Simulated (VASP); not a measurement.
# SnO (P4/nmm) in VASP: notebook, part 2 of 2

VASP 6.6.1. The steps go on from the part before.

## 4. Electric field gradients, LDA (volume scaled by 0.96)

INCAR

```
PREC = Accurate ; ENCUT = 520
EDIFF = 1E-8 ; ISMEAR = -1
SIGMA = 0.02 ; LREAL = F
LASPH = T ; NELM = 80
ALGO = Normal ; ISIF = 2
LWAVE = F ; LCHARG = F
GGA = CA ; LEFG = T
NBANDS = 28
```

KPOINTS

```
Automatic mesh
0
Gamma
  6 6 5
```

POSCAR

```
SnO
1.0
    3.7506153226      0.0000000000      0.0000000000
    0.0000000000      3.7506153226      0.0000000000
    0.0000000000      0.0000000000      4.7706406366
Sn O
2 2
Direct
    0.0000000000      0.5000000000      0.2385000000
    0.5000000000      0.0000000000      0.7615000000
    0.0000000000      0.0000000000      0.0000000000
    0.5000000000      0.5000000000      0.0000000000
```

Potentials or basis: VASP PAW LDA potentials, release 64 (Sn_d, O).

Started as:

```
$ cat potpaw_LDA.64/Sn_d/POTCAR potpaw_LDA.64/O/POTCAR > POTCAR
$ mpirun -np 1 vasp_std > vasp.out
```

OUTCAR:

```text
PREC = Accurate
   ENCUT = 520
   EDIFF = 1E-8
   ISMEAR = -1
   LREAL = F
   LASPH = T
   NELM = 80
   ISIF = 2
   GGA = CA

 ion  position               nearest neighbor table
   1  0.000  0.500  0.239-   3 2.19   4 2.19   3 2.19   4 2.19   2 3.49   2 3.49   2 3.49   2 3.49
                             2 3.64   2 3.64   2 3.64   2 3.64
   2  0.500  0.000  0.761-   3 2.19   4 2.19   4 2.19   3 2.19   1 3.49   1 3.49   1 3.49   1 3.49
                             1 3.64   1 3.64   1 3.64   1 3.64
   3  0.000  0.000  0.000-   1 2.19   2 2.19   1 2.19   2 2.19
   4  0.500  0.500  0.000-   1 2.19   2 2.19   2 2.19   1 2.19

  LATTYP: Found a simple tetragonal cell.
 ALAT       =     3.7506153226
 C/A-ratio  =     1.2719621252

  Lattice vectors:

 A1 = (   3.7506153226,   0.0000000000,   0.0000000000)
 A2 = (   0.0000000000,   3.7506153226,   0.0000000000)
 A3 = (   0.0000000000,   0.0000000000,   4.7706406366)

Analysis of symmetry for initial positions (statically):
=====================================================================
[... 952 lines left out ...]
      0.00000      1.87531      1.13780         0.000000      0.000000      0.480327
      1.87531      0.00000      3.63284         0.000000      0.000000     -0.480327
      0.00000      0.00000      0.00000         0.000000     -0.000000      0.000000
      1.87531      1.87531      0.00000        -0.000000      0.000000      0.000000
 -----------------------------------------------------------------------------------
    total drift:                                0.000000      0.000000      0.000000

  FREE ENERGIE OF THE ION-ELECTRON SYSTEM (eV)
  ---------------------------------------------------
  free  energy   TOTEN  =       -25.7162642113 eV

  energy  without entropy=      -25.7154811212  energy(sigma->0) =      -25.71587267

 Electric field gradients (V/A^2)
---------------------------------------------------------------------
 ion       V_xx      V_yy      V_zz      V_xy      V_xz      V_yz
---------------------------------------------------------------------
   1      84.713    84.713  -169.425     0.000    -0.000     0.000
   2      84.713    84.713  -169.425     0.000     0.000     0.000
   3      -1.444    -1.444     2.889     0.000     0.000     0.000
   4      -1.444    -1.444     2.889    -0.000    -0.000    -0.000
---------------------------------------------------------------------

 Electric field gradients after diagonalization (V/A^2)
 (convention: |V_zz| > |V_xx| > |V_yy|)
----------------------------------------------------------------------
 ion       V_xx      V_yy      V_zz     asymmetry (V_yy - V_xx)/ V_zz
----------------------------------------------------------------------
   1      84.713    84.713  -169.425       0.000
   2      84.713    84.713  -169.425       0.000
   3      -1.444    -1.444     2.889       0.000
   4      -1.444    -1.444     2.889       0.000
----------------------------------------------------------------------

           NMR quadrupolar parameters

 Cq : quadrupolar parameter    Cq=e*Q*V_zz/h
 eta: asymmetry parameters     (V_yy - V_xx)/ V_zz
 Q  : nuclear electric quadrupole moment in mb (millibarn)
----------------------------------------------------------------------
 ion       Cq(MHz)       eta       Q (mb)
----------------------------------------------------------------------
   1      -0.410       0.000       1.000
   2      -0.410       0.000       1.000
   3       0.007       0.000       1.000
   4       0.007       0.000       1.000
----------------------------------------------------------------------
```

OSZICAR:

```text
N       E                     dE             d eps       ncg     rms          rms(c)
DAV:   1     0.416495618081E+03    0.41650E+03   -0.19752E+04  1736   0.221E+03
DAV:   2     0.318698999550E+02   -0.38463E+03   -0.36963E+03  1760   0.545E+02
DAV:   3    -0.264323845837E+02   -0.58302E+02   -0.57414E+02  1844   0.180E+02
DAV:   4    -0.292066849594E+02   -0.27743E+01   -0.27612E+01  1980   0.418E+01
DAV:   5    -0.292732496393E+02   -0.66565E-01   -0.66558E-01  1796   0.699E+00    0.115E+01
DAV:   6    -0.258099917521E+02    0.34633E+01   -0.15098E+01  2712   0.445E+01    0.498E+00
DAV:   7    -0.257690235646E+02    0.40968E-01   -0.18458E+00  2000   0.851E+00    0.244E+00
DAV:   8    -0.257298470408E+02    0.39177E-01   -0.31350E-01  2268   0.378E+00    0.788E-01
DAV:   9    -0.257159847738E+02    0.13862E-01   -0.46738E-02  2604   0.244E+00    0.214E-01
DAV:  10    -0.257165990681E+02   -0.61429E-03   -0.67601E-03  2440   0.751E-01    0.136E-01
DAV:  11    -0.257162501763E+02    0.34889E-03   -0.12077E-03  2552   0.356E-01    0.285E-02
DAV:  12    -0.257162696153E+02   -0.19439E-04   -0.31695E-04  2040   0.103E-01    0.257E-02
DAV:  13    -0.257162640983E+02    0.55171E-05   -0.27270E-05  2296   0.553E-02    0.400E-03
DAV:  14    -0.257162643696E+02   -0.27129E-06   -0.16569E-06  2224   0.116E-02    0.266E-03
DAV:  15    -0.257162642254E+02    0.14418E-06   -0.96710E-07  2504   0.889E-03    0.143E-03
DAV:  16    -0.257162642135E+02    0.11826E-07   -0.11569E-07  2028   0.251E-03    0.573E-04
DAV:  17    -0.257162642113E+02    0.22492E-08   -0.10978E-08   912   0.732E-04
   1 F= -.25716264E+02 E0= -.25715873E+02  d E =-.783090E-03
```

Run time: 44 s. Hardware: 1 thread of Intel Xeon 6975P-C, shared host; peak memory 0.18 GiB.

What came out:

- Free energy: -25.7163 eV
- Pressure: 1.5 GPa
- Largest force: 0.480 eV/Å
- Band gap on the k mesh: zero (band 20 reaches 7.48 eV, above the bottom of band 21 at 7.43 eV)

Forces on the atoms (eV/Å):
```
Sn   0.000  0.000  0.480
Sn   0.000  0.000 -0.480
O    0.000  0.000  0.000
O    0.000  0.000  0.000
```

Electric field gradients, principal values (V/Å²):
```
atom   least  middle  greatest (by size)
1 Sn  84.713  84.713            -169.425
2 Sn  84.713  84.713            -169.425
 3 O  -1.444  -1.444               2.889
 4 O  -1.444  -1.444               2.889
```

Caveat: without QUAD_EFG the Cq values of the log hold for a quadrupole moment of 1 mb, not for the nuclei; spin-orbit coupling is left out, which moves the levels of the heavy elements.
